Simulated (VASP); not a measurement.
A run of VASP 6.6.1:

Contents of POSCAR:

```
InAs
1.0
    4.7312200000      0.0000000000      0.0000000000
   -2.3656100000      4.0973600000      0.0000000000
    0.0000000000      0.0000000000      2.9108900000
In As
1 1
Direct
    0.0000000000      0.0000000000      0.0000000000
    0.6666700000      0.3333300000      0.0000000000
```

File INCAR.step1:

```
PREC = Accurate ; ENCUT = 520
EDIFF = 1E-7 ; ISMEAR = -1
SIGMA = 0.05 ; LREAL = False
LASPH = True ; NELM = 60
ALGO = Normal ; ISIF = 2
LWAVE = False ; LCHARG = True
GGA = PE ; NBANDS = 16
```

Contents of KPOINTS.step1:

```
Automatic mesh
0
Gamma
  7 7 9
```

INCAR.step2

```
PREC = Accurate ; ENCUT = 520
EDIFF = 1E-7 ; ISMEAR = -5
SIGMA = 0.05 ; LREAL = False
LASPH = True ; NELM = 60
ALGO = Normal ; ISIF = 2
LWAVE = False ; LCHARG = False
GGA = PE ; LORBIT = 11
NBANDS = 16 ; NEDOS = 1001
ICHARG = 11
```

The input KPOINTS.step2:

```
Automatic mesh
0
Gamma
  11 11 14
```

Potentials or basis: VASP PAW PBE potentials, release 64 (In_d, As).

The run is started by

```sh
$ cat potpaw_PBE.64/In_d/POTCAR potpaw_PBE.64/As/POTCAR > POTCAR
$ cp INCAR.step1 INCAR
$ cp KPOINTS.step1 KPOINTS
$ mpirun -np 1 vasp_std > vasp.out
$ cp INCAR.step2 INCAR
$ cp KPOINTS.step2 KPOINTS
$ mpirun -np 1 vasp_std > vasp.out
```

Hardware: 1 thread of AMD EPYC 7R13, with other jobs on the host.

Q: How long does it take, and how much memory?

A: It took 5.8 min on 1 thread of AMD EPYC 7R13, on a shared host, peak memory 0.35 GiB. Counts: k points 288.
